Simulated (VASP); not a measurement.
**TaV: single point with RPBE**

Crystal: TaV.

```
Ta V
1.0
     1.62286   -2.31953    0.00000
     1.62286    2.31953    0.00000
     0.00000    0.00000    4.36249
Ta V
1 1
Direct
  0.00000 0.00000 0.00000
  0.50000 0.50000 0.50000
```

```yaml
Program: VASP 6.6.1
Task: single point
Functional: RPBE
Potentials_or_basis: VASP PAW PBE potentials, release 64 (Ta_pv, V_sv)
Cutoff: 520 eV
k_mesh: 7 × 7 × 5
Occupations: fermi-dirac, width 0.05 eV
Spin: collinear spin, ferromagnetic start
Starting_moments: "[0.0, 2.0] μB"
```

```yaml
Pressure: 0.2 GPa
Net_moment: 0.55 μB per cell
Site_moments: Ta +0.01; V +0.44 μB
Valence_electrons_inside_the_program's_atomic_spheres: Ta 8.96; V 11.49
```

Levels at points of the mesh, in eV from the Fermi level:
Spin up:
```tsv
k point	band 9	band 10	band 11	band 12	band 13	band 14	band 15	band 16
(0.00, 0.00, 0.00)	-3.65	-1.39	-0.15	0.36	0.71	1.79	1.96	2.09
```
Spin down:
```tsv
k point	band 8	band 9	band 10	band 11	band 12	band 13	band 14	band 15	band 16	band 17
(0.00, 0.00, 0.00)	-7.22	-3.50	-1.19	0.29	0.68	0.98	2.09	2.11	2.30	4.11
```

It took 59 s on 1 thread of Oxide Virtual Turin-like Processor (shared host), peak memory 0.17 GiB.

Caveat: the PAW data sets were made with another functional, which shifts forces and pressure a little; spin-orbit coupling is left out, which moves the levels of the heavy elements.
